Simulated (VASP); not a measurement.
Write the native input for VASP 6.6.1 that does the following.

| Quantity | Value |
| --- | --- |
| Task | single point |
| Functional | PBE |
| Potentials or basis | VASP PAW PBE potentials, release 64 (Be, S) |
| Cutoff | 520 eV |
| k mesh | 10 × 10 × 10 |
| Occupations | fermi-dirac, width 0.02 eV |
| Spin | no spin polarisation |
| Dipole correction | no |
| Further INCAR settings | ALGO = Normal; EDIFF = 1e-07; NBANDS = 11 |

The structure of BeS lies in POSCAR:

```
BeS
1.0
    0.0000000000      2.3802646320      2.4343062304
    2.3802646320      0.0000000000      2.4343062304
    2.3802646320      2.3802646320      0.0000000000
Be S
1 1
Direct
    0.0000000000      0.0000000000      0.0000000000
    0.2500000000      0.2500000000      0.2500000000
```

This cell differs from its parent crystal: biaxial xy strain -2.2%.

The input as run:

INCAR

```
SYSTEM = BeS
  ALGO = Normal
  EDIFF = 1E-7
  ENCUT = 520
  GGA = PE
  ISIF = 2
  ISMEAR = -1
  LASPH = .True.
  LCHARG = .True.
  LELF = .True.
  LREAL = .False.
  LVHAR = .True.
  LWAVE = .False.
  NBANDS = 11
  NELM = 80
  PREC = Accurate
  SIGMA = 0.02
```

KPOINTS

```
k-points
0
Gamma
  10 10 10
  0 0 0
```

Potentials or basis: VASP PAW PBE potentials, release 64 (Be, S).

Command:

```sh
$ cat potpaw_PBE.64/Be/POTCAR potpaw_PBE.64/S/POTCAR > POTCAR
$ mpirun -np 1 vasp_std > vasp.out
```

It gave:

```json
{"Pressure": "5.0 GPa", "Band gap on the k mesh": "2.93 eV, indirect (least direct gap 5.60 eV)"}
```

Caveat: the cell differs from its parent crystal (biaxial xy strain -2.2%).

Run time: 31 s on 1 thread of Intel(R) Xeon(R) Platinum 8375C CPU @ 2.90GHz (Ice Lake), on a shared host, peak memory 0.16 GiB.
